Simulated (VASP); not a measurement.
Wanted: the native input for a VASP 6.6.1 run.

| Quantity | Value |
| --- | --- |
| Task | single point |
| Functional | r2SCAN |
| Potentials or basis | VASP PAW PBE potentials, release 64 (Nb_sv) |
| Cutoff | 520 eV |
| k mesh | 9 × 9 × 6 |
| Occupations | gaussian, width 0.1 eV |
| Spin | no spin polarisation |
| Dipole correction | no |
| Further INCAR settings | ALGO = Normal; EDIFF = 1e-06; NBANDS = 12 |

The system is Nb.

```
Nb
1.0
     2.87877    0.00000    0.00000
    -1.43939    2.49309    0.00000
     0.00000    0.00000    2.70321
Nb
1
Direct
  0.00000 0.00000 0.00000
```

This isn't the form of Nb at room conditions, which is bcc.

The input as run:

POSCAR

```
Nb
1.0
    2.8787726823      0.0000000000      0.0000000000
   -1.4393863411      2.4930902746      0.0000000000
    0.0000000000      0.0000000000      2.7032132146
Nb
1
Direct
    0.0000000000      0.0000000000      0.0000000000
```

INCAR.step1

```
ALGO = Normal
EDIFF = 1E-4
ENCUT = 520
GGA = PE
ISMEAR = 0
LASPH = T
LCHARG = F
LREAL = F
LWAVE = T
NBANDS = 12
NELM = 100
PREC = Accurate
SIGMA = 0.1
```

INCAR.step2

```
ALGO = Normal
EDIFF = 1E-6
ENCUT = 520
ISIF = 2
ISMEAR = 0
ISTART = 1
LASPH = T
LCHARG = F
LMIXTAU = T
LREAL = F
LWAVE = F
METAGGA = R2SCAN
NBANDS = 12
NELM = 100
PREC = Accurate
SIGMA = 0.1
```

KPOINTS

```
k-points
0
Gamma
  9 9 6
```

Potentials or basis: VASP PAW PBE potentials, release 64 (Nb_sv).

The run is started by

```sh
$ cat potpaw_PBE.64/Nb_sv/POTCAR > POTCAR
$ cp INCAR.step1 INCAR
$ mpirun -np 1 vasp_std > vasp.out
$ cp INCAR.step2 INCAR
$ mpirun -np 1 vasp_std > vasp.out
```

It gave:

```
Pressure               : -0.1 GPa
Band gap on the k mesh : zero (an odd number of electrons rules out a gap without spin polarisation)
```

Caveat: the k points lie up to 0.39 Å⁻¹ apart, too coarse for converged energies and pressures of a metal; the PAW data sets were made with another functional, which shifts forces and pressure a little.

Run time: 13 s on 1 thread of Intel(R) Xeon(R) 6975P-C (Granite Rapids), with other jobs on the host, peak memory 0.14 GiB.
